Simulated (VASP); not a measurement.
# BaTiO3 (R3m) in VASP: further runs

Runs on BaTiO3. Level: r2SCAN. Tasks: single point.

Everything below comes from runs of VASP 6.6.1. Logs are shortened: lines on timing, memory, paths and dates and some standing lists are left out, and cuts for length are marked.

## Step 1: The cell of the first run

The structure is trigonal, space group R3m (No. 160). Conventional cell: a = 5.500 Å, b = 5.500 Å, c = 6.765 Å, α = 90.00°, β = 90.00°, γ = 120.00°. Ba (site symmetry 3m) has 12 O at 2.71 to 2.81 Å and 8 Ti at 3.28 to 3.49 Å within 3.6 Å. Ti (site symmetry 3m) has 6 O at 1.82 to 2.08 Å within 2.4 Å. Within 2.4 Å of O (site symmetry m) lie 2 Ti at 1.82 to 2.08 Å.

## Step 2: Single point, r2SCAN

File POSCAR:

```
BaTiO3
1.0
    2.7498684696      1.5876345481      2.2548402088
   -2.7498684696      1.5876345481      2.2548402088
    0.0000000000     -3.1752690963      2.2548402088
Ba Ti O
1 1 3
Direct
    0.0000000000      0.0000000000      0.0000000000
    0.4845000000      0.4845000000      0.4845000000
    0.5086000000      0.5086000000      0.0175000000
    0.0175000000      0.5086000000      0.5086000000
    0.5086000000      0.0175000000      0.5086000000
```

File INCAR.step1:

```
PREC     = Accurate       # precision mode
ENCUT    = 660            # plane-wave cutoff, eV
ISMEAR   = 0              # smearing method
SIGMA    = 0.01           # smearing width, eV
LREAL    = F              # projectors in reciprocal space
LASPH    = T              # aspherical terms in the spheres
NELM     = 120            # most SCF steps
NBANDS   = 28             # bands
GGA      = PE             # functional
ALGO     = Normal         # electronic algorithm
EDIFF    = 1E-5           # SCF threshold, eV
LWAVE    = T              # write WAVECAR
LCHARG   = F              # write CHGCAR
GGA_COMPAT= F
```

File INCAR.step2:

```
PREC     = Accurate       # precision mode
ENCUT    = 660            # plane-wave cutoff, eV
EDIFF    = 1E-6           # SCF threshold, eV
ISMEAR   = 0              # smearing method
SIGMA    = 0.01           # smearing width, eV
LREAL    = F              # projectors in reciprocal space
LASPH    = T              # aspherical terms in the spheres
NELM     = 120            # most SCF steps
ALGO     = Normal         # electronic algorithm
ISIF     = 2              # what is computed and relaxed
LWAVE    = F              # write WAVECAR
LCHARG   = F              # write CHGCAR
METAGGA  = R2SCAN         # meta-GGA
LMIXTAU  = T            
NBANDS   = 28             # bands
ISTART   = 1            
GGA_COMPAT= F
```

File KPOINTS:

```
Automatic mesh
0
Gamma
  6 6 6
```

Potentials or basis: VASP PAW PBE potentials, release 64 (Ba_sv, Ti_sv, O).

On the command line:

```bash
> cat potpaw_PBE.64/Ba_sv/POTCAR potpaw_PBE.64/Ti_sv/POTCAR potpaw_PBE.64/O/POTCAR > POTCAR
> cp INCAR.step1 INCAR
> mpirun -np 1 vasp_std > vasp.out
> cp INCAR.step2 INCAR
> mpirun -np 1 vasp_std > vasp.out
```

OUTCAR:

```text
PREC = Accurate
   ENCUT = 660
   EDIFF = 1E-6
   ISMEAR = 0
   LREAL = F
   LASPH = T
   NELM = 120
   ISIF = 2
   METAGGA = R2SCAN
   ISTART = 1

 ion  position               nearest neighbor table
   1  0.000  0.000  0.000-   3 2.71   4 2.71   5 2.71   4 2.75   5 2.75   5 2.75   4 2.75   3 2.75
                             3 2.75   3 2.81   4 2.81   5 2.81   2 3.28   2 3.34   2 3.34   2 3.34
   2  0.484  0.484  0.484-   3 1.82   4 1.82   5 1.82   3 2.08   4 2.08   5 2.08   1 3.28   1 3.34
                             1 3.34   1 3.34   1 3.41   1 3.41   1 3.41   1 3.49
   3  0.509  0.509  0.017-   2 1.82   2 2.08   1 2.71   1 2.75   1 2.75   1 2.81
   4  0.017  0.509  0.509-   2 1.82   2 2.08   1 2.71   1 2.75   1 2.75   1 2.81
   5  0.509  0.017  0.509-   2 1.82   2 2.08   1 2.71   1 2.75   1 2.75   1 2.81

  LATTYP: Found a trigonal (rhomboedric) cell.
 ALAT       =     3.8944401941
 COS(alpha) =     0.0028424988

  Lattice vectors:

 A1 = (   2.7498684696,   1.5876345481,   2.2548402088)
 A2 = (  -2.7498684696,   1.5876345481,   2.2548402088)
 A3 = (   0.0000000000,  -3.1752690963,   2.2548402088)

Analysis of symmetry for initial positions (statically):
=====================================================================
 Subroutine PRICEL returns:
 Original cell was already a primitive cell.

 Routine SETGRP: Setting up the symmetry group for a
 trigonal (rhombohedral) supercell.

 Subroutine GETGRP returns: Found  6 space group operations
 (whereof  6 operations were pure point group operations)
 out of a pool of 12 trial point group operations.

The static configuration has the point symmetry C_3v.

Analysis of symmetry for dynamics (positions and initial velocities):
=====================================================================
 Subroutine PRICEL returns:
 Original cell was already a primitive cell.

 Routine SETGRP: Setting up the symmetry group for a
 trigonal (rhombohedral) supercell.

 Subroutine GETGRP returns: Found  6 space group operations
 (whereof  6 operations were pure point group operations)
 out of a pool of 12 trial point group operations.

The dynamic configuration has the point symmetry C_3v.

 Subroutine INISYM returns: Found  6 space group operations
 (whereof  6 operations are pure point group operations),
 and found     1 'primitive' translations

----------------------------------------------------------------------------------------

                                     Primitive cell

  volume of cell :      59.0649

  direct lattice vectors                    reciprocal lattice vectors
     2.749868470  1.587634548  2.254840209     0.181826878  0.104977979  0.147830135
    -2.749868470  1.587634548  2.254840209    -0.181826878  0.104977979  0.147830135
     0.000000000 -3.175269096  2.254840209     0.000000000 -0.209955959  0.147830135

  length of vectors
     3.894440194  3.894440194  3.894436827     0.256778385  0.256778385  0.256778608

  position of ions in fractional coordinates (direct lattice)
     0.000000000  0.000000000  0.000000000
     0.484500000  0.484500000  0.484500000
     0.508600000  0.508600000  0.017500000
     0.017500000  0.508600000  0.508600000
     0.508600000  0.017500000  0.508600000

  ion indices of the primitive-cell ions
   primitive index   ion index
                 1           1
                 2           2
                 3           3
                 4           4
                 5           5

----------------------------------------------------------------------------------------

 KPOINTS: Automatic mesh

Automatic generation of k-mesh.
 Grid dimensions read from file:
 generate k-points for:    6    6    6

 Generating k-lattice:

  Cartesian coordinates                     Fractional coordinates (reciprocal lattice)
     0.030304480  0.017496330  0.024638356     0.166666667  0.000000000  0.000000000
    -0.030304480  0.017496330  0.024638356     0.000000000  0.166666667  0.000000000
     0.000000000 -0.034992660  0.024638356     0.000000000  0.000000000  0.166666667

  Length of vectors
     0.042796397  0.042796397  0.042796435

  Shift w.r.t. Gamma in fractional coordinates (k-lattice)
     0.000000000  0.000000000  0.000000000

 Subroutine IBZKPT returns following result:
 ===========================================

 Found     32 irreducible k-points:

 Following reciprocal coordinates:
            Coordinates               Weight
  0.000000  0.000000  0.000000      1.000000
  0.166667 -0.000000 -0.000000      6.000000
  0.333333 -0.000000 -0.000000      6.000000
  0.500000 -0.000000 -0.000000      3.000000
  0.166667  0.166667  0.000000      6.000000
  0.333333  0.166667 -0.000000     12.000000
[... 16 lines left out ...]
  0.500000  0.500000  0.166667      6.000000
 -0.333333  0.500000  0.166667     12.000000
 [... further k-points ...]
   k-points           NKPTS =     32   k-points in BZ     NKDIM =     32   number of bands    NBANDS=     28
   number of dos      NEDOS =    301   number of ions     NIONS =      5
   total plane-waves  NPLWV =  46656
   dimension x,y,z NGX =    36 NGY =   36 NGZ =   36
   dimension x,y,z NGXF=    72 NGYF=   72 NGZF=   72
   ions per type =               1   1   3
   NGX,Y,Z   is equivalent  to a cutoff of  15.37, 15.37, 15.37 a.u.
   NGXF,Y,Z  is equivalent  to a cutoff of  30.74, 30.74, 30.74 a.u.
 SYSTEM =  unknown system
   PREC   = accura    normal or accurate (medium, high low for compatibility)
   ISTART =      1    job   : 0-new  1-cont  2-samecut
   ICHARG =      0    charge: 1-file 2-atom 10-const
   ISPIN  =      1    spin polarized calculation?
   LNONCOLLINEAR =      F non collinear calculations
   LSORBIT =      F    spin-orbit coupling
   LASPH  =      T    aspherical Exc in radial PAW
   ENCUT  =  660.0 eV  48.51 Ry    6.96 a.u.   8.16  8.16  8.16*2*pi/ulx,y,z
   NELM   =    120;   NELMIN=  2; NELMDL=  0     # of ELM steps
   EDIFF  = 0.1E-05   stopping-criterion for ELM
   LREAL  =      F    real-space projection
   EDIFFG = 0.1E-04   stopping-criterion for IOM
   NSW    =      0    number of steps for IOM
   IBRION =     -1    ionic relax: 0-MD 1-quasi-New 2-CG
   NFREE  =      0    steps in history (QN), initial steepest desc. (CG)
   ISIF   =      2    stress and relaxation
   ISYM   =      2    0-nonsym 1-usesym 2-fastsym
   POTIM  = 0.5000    time-step for ionic-motion
   TEBEG  =    0.0;   TEEND  =   0.0 temperature during run
   PSTRESS=    0.0 pullay stress
   NELECT =      40.0000    total number of electrons
   NUPDOWN=      -1.0000    fix difference up-down
   EMIN   =  10.00;   EMAX   =-10.00  energy-range for DOS
   EFERMI =   0.00;   METHOD = LEGACY
   ISMEAR =     0;   SIGMA  =   0.01  broadening in eV -4-tet -1-fermi 0-gaus
   EFERMI_NEDOS =   21; number of points for ismear=-14 and -15
   IALGO  =     38    algorithm
   IMIX   =      4    mixing-type and parameters
     AMIX     =   0.40;   BMIX     =  1.00
     AMIX_MAG =   1.60;   BMIX_MAG =  1.00
  volume/ion in A,a.u.               =      11.81        79.72
  Fermi-wavevector in a.u.,A,eV,Ry     =   1.437645  2.716755 28.120837  2.066823
  Thomas-Fermi vector in A             =   2.556700
   LORBIT       =      0    0 simple, 1 ext, 2 COOP (PROOUT), +10 PAW based schemes
   METAGGA = R2SCAN    functional components
   LHFCALC =     F    Hartree Fock is set to
   AEXX    =    0.0000 exact exchange contribution
   IVDW    =     0    specifies the selected vdW correction
   LEPSILON=     F    determine dielectric tensor
   LRPA    =     F    only Hartree local field effects (RPA)
 non-spin polarized calculation
 Gauss-broadening in eV      SIGMA  =   0.01
  energy-cutoff  :      660.00
  volume of cell :       59.06
 maximum number of plane-waves:      2301
 NGX is ok and might be reduce to    36
   NGX = 17   NGY = 17   NGZ = 17

 number of electron      39.9999998 magnetization

 Free energy of the ion-electron system (eV)
  ---------------------------------------------------
  ext. energy  EPLUGINS =         0.00000000
  ---------------------------------------------------
  free energy    TOTEN  =       -73.85429294 eV

  energy without entropy =      -73.85429294  energy(sigma->0) =      -73.85429294

 E-fermi :   4.2124     XC(G=0): -12.3727

 val. band max:        4.1160587738   @ k =   0.5000   0.5000   0.5000
 cond. band min:       7.1331186976   @ k =   0.0000   0.0000   0.0000
 fundamental gap:      3.0170599238
 Fermi energy:         4.2124435317

 k-point     1 :       0.0000    0.0000    0.0000
  band No.  band energies     occupation
      1     -53.9814      2.00000
      2     -29.2579      2.00000
      3     -29.2579      2.00000
      4     -29.2363      2.00000
      5     -21.1780      2.00000
      6     -13.8217      2.00000
[... 20 lines left out ...]
     27       9.8691      0.00000
     28      13.4363      0.00000

 k-point     2 :       0.1667   -0.0000   -0.0000
  band No.  band energies     occupation
      1     -53.9809      2.00000
      2     -29.2766      2.00000
      3     -29.2571      2.00000
      4     -29.2395      2.00000
      5     -21.1290      2.00000
      6     -13.8803      2.00000
[... 20 lines left out ...]
     27      10.4892      0.00000
     28      13.7426      0.00000

 k-point     3 :       0.3333   -0.0000   -0.0000
  band No.  band energies     occupation
      1     -53.9800      2.00000
      2     -29.3199      2.00000
      3     -29.2554      2.00000
      4     -29.2395      2.00000
      5     -21.0276      2.00000
      6     -14.1074      2.00000
[... 20 lines left out ...]
     27      11.9229      0.00000
     28      13.5330      0.00000

 k-point     4 :       0.5000   -0.0000   -0.0000
  band No.  band energies     occupation
      1     -53.9795      2.00000
      2     -29.3419      2.00000
      3     -29.2546      2.00000
      4     -29.2389      2.00000
      5     -20.9751      2.00000
      6     -14.2389      2.00000
[... 578 lines left out ...]
     27      12.6552      0.00000
     28      13.9491      0.00000

 k-point    23 :       0.5000    0.5000    0.1667
  band No.  band energies     occupation
      1     -53.9772      2.00000
      2     -29.3407      2.00000
      3     -29.3277      2.00000
      4     -29.2640      2.00000
      5     -20.8357      2.00000
      6     -13.4327      2.00000
[... 20 lines left out ...]
     27      13.7931      0.00000
     28      14.3267      0.00000

 k-point    24 :      -0.3333    0.5000    0.1667
  band No.  band energies     occupation
      1     -53.9777      2.00000
      2     -29.3374      2.00000
      3     -29.3117      2.00000
      4     -29.2643      2.00000
      5     -20.8640      2.00000
      6     -13.6123      2.00000
[... 20 lines left out ...]
     27      13.4232      0.00000
     28      14.0265      0.00000

 [... further k-points ...]
[... 5 lines left out ...]
  --------------------------------------------------------------------------------------
  -------------------------------------------------------------------------------------
  Total        8.5192810      8.5192515      8.0253749      0.0000000     -0.0000000      0.0000000
  in kB      231.0915376    231.0907362    217.6939849      0.0000000     -0.0000000      0.0000000
  external PRESSURE =     226.6254195 kB  Pullay stress =       0.0000000 kB

 VOLUME and BASIS-vectors are now :
 -----------------------------------------------------------------------------
  energy-cutoff  :      660.00
  volume of cell :       59.06
      direct lattice vectors                 reciprocal lattice vectors
     2.749868470  1.587634548  2.254840209     0.181826878  0.104977979  0.147830135
    -2.749868470  1.587634548  2.254840209    -0.181826878  0.104977979  0.147830135
     0.000000000 -3.175269096  2.254840209     0.000000000 -0.209955959  0.147830135

 POSITION                                       TOTAL-FORCE (eV/Angst)
 -----------------------------------------------------------------------------------
      0.00000      0.00000      0.00000        -0.000000      0.000000     -0.087956
      0.00000     -0.00000      3.27741        -0.000000     -0.000000      1.246815
      0.00000      1.55937      2.33308        -0.000000      0.751099     -0.386287
     -1.35046     -0.77969      2.33308        -0.650472     -0.375549     -0.386287
      1.35046     -0.77969      2.33308         0.650472     -0.375549     -0.386287
 -----------------------------------------------------------------------------------
    total drift:                                0.000000      0.000077     -0.001877

  FREE ENERGIE OF THE ION-ELECTRON SYSTEM (eV)
  ---------------------------------------------------
  free  energy   TOTEN  =       -73.8542929355 eV

  energy  without entropy=      -73.8542929355  energy(sigma->0) =      -73.85429294
```

Wall time 2.3 min (1 thread of Intel Xeon 6975P-C (Granite Rapids), shared host); peak memory 0.25 GiB.

Results:

* Free energy: -73.8543 eV
* Pressure: 22.7 GPa
* Largest force: 1.247 eV/Å
* Band gap on the k mesh: 3.02 eV, indirect (least direct gap 3.35 eV)

Forces on the atoms (eV/Å):
```
Ba   0.000  0.000 -0.088
Ti   0.000  0.000  1.247
O    0.000  0.751 -0.386
O   -0.650 -0.376 -0.386
O    0.650 -0.376 -0.386
```

Levels at points of the mesh, in eV from the valence-band top:
| k point | band 16 | band 17 | band 18 | band 19 | band 20 | band 21 | band 22 | band 23 | band 24 | band 25 |
| --- | --- | --- | --- | --- | --- | --- | --- | --- | --- | --- |
| (0.00, 0.00, 0.00) | -1.49 | -1.24 | -0.48 | -0.33 | -0.33 | 3.02 | 3.02 | 3.18 | 5.44 | 5.44 |
| (0.50, 0.00, 0.00) | -2.19 | -1.81 | -1.69 | -0.98 | -0.85 | 3.23 | 4.65 | 4.76 | 5.43 | 7.45 |
| (0.50, 0.50, 0.00) | -3.01 | -1.61 | -0.84 | -0.80 | -0.10 | 4.74 | 4.75 | 5.13 | 6.19 | 9.02 |
| (0.50, 0.50, 0.50) | -2.34 | -2.29 | -0.02 | -0.02 | 0.00 | 5.30 | 5.48 | 5.48 | 7.72 | 7.72 |

Caveat: the PAW data sets were made with another functional, which shifts forces and pressure a little; spin-orbit coupling is left out, which moves the levels of the heavy elements.

## Step 3: Single point, r2SCAN

This run uses another cell than the first one, of 12.16 Å³/atom, 1.029 times its volume.

Edit POSCAR of step 2 so:

```diff
@@ -2,5 +2,5 @@
 1.0
-    2.7498684696      1.5876345481      2.2548402088
-   -2.7498684696      1.5876345481      2.2548402088
-    0.0000000000     -3.1752690963      2.2548402088
+    2.7761845994      1.6028281464      2.2764189382
+   -2.7761845994      1.6028281464      2.2764189382
+    0.0000000000     -3.2056562929      2.2764189382
 Ba Ti O
```

File INCAR.step1:

```
SYSTEM = BaTiO3
  ALGO = Normal
  EDIFF = 1E-5
  ENCUT = 660
  GGA = PE
  GGA_COMPAT = .False.
  ISMEAR = 0
  LASPH = .True.
  LCHARG = .False.
  LREAL = .False.
  LWAVE = .True.
  NBANDS = 28
  NELM = 120
  PREC = Accurate
  SIGMA = 0.01
```

File INCAR.step2:

```
SYSTEM = BaTiO3
  ALGO = Normal
  EDIFF = 1E-6
  ENCUT = 660
  GGA_COMPAT = .False.
  ISIF = 2
  ISMEAR = 0
  ISTART = 1
  LASPH = .True.
  LCHARG = .True.
  LELF = .True.
  LMIXTAU = .True.
  LREAL = .False.
  LVHAR = .True.
  LWAVE = .False.
  METAGGA = R2SCAN
  NBANDS = 28
  NELM = 120
  PREC = Accurate
  SIGMA = 0.01
```

File KPOINTS:

```
k-points
0
Gamma
  6 6 6
  0 0 0
```

Potentials or basis: VASP PAW PBE potentials, release 64 (Ba_sv, Ti_sv, O).

On the command line:

```bash
> cat potpaw_PBE.64/Ba_sv/POTCAR potpaw_PBE.64/Ti_sv/POTCAR potpaw_PBE.64/O/POTCAR > POTCAR
> cp INCAR.step1 INCAR
> mpirun -np 1 vasp_std > vasp.out
> cp INCAR.step2 INCAR
> mpirun -np 1 vasp_std > vasp.out
```

Run time: 1.9 min. Hardware: 1 thread of Intel Xeon 6975P-C (Granite Rapids), shared host; peak memory 0.26 GiB.

Results (log left out):

```
Free energy            : -74.0617 eV
Pressure               : 15.4 GPa
Largest force          : 0.888 eV/Å
Band gap on the k mesh : 2.94 eV, indirect (least direct gap 3.30 eV)
```

Forces in eV/Å, atoms in the order of the input:
```
Ba   0.000  0.000 -0.099
Ti   0.000  0.000  0.888
O    0.000  0.519 -0.263
O   -0.450 -0.260 -0.263
O    0.450 -0.260 -0.263
```

Stress tensor (GPa, compression positive):
```
15.73  0.00  0.00
 0.00 15.73  0.00
 0.00  0.00 14.82
```

Levels at points of the mesh, in eV from the valence-band top:
| k point | band 18 | band 19 | band 20 | band 21 | band 22 | band 23 |
| --- | --- | --- | --- | --- | --- | --- |
| (0.00, 0.00, 0.00) | -0.50 | -0.36 | -0.36 | 2.94 | 2.94 | 3.08 |
| (0.50, 0.00, 0.00) | -1.67 | -0.99 | -0.86 | 3.13 | 4.48 | 4.59 |
| (0.50, 0.50, 0.00) | -0.87 | -0.82 | -0.10 | 4.57 | 4.57 | 4.95 |
| (0.50, 0.50, 0.50) | -0.02 | -0.02 | 0.00 | 5.10 | 5.27 | 5.27 |

Caveat: the PAW data sets were made with another functional, which shifts forces and pressure a little; spin-orbit coupling is left out, which moves the levels of the heavy elements. r2SCAN opens gaps a little over a GGA but as a rule still falls short of measured ones.
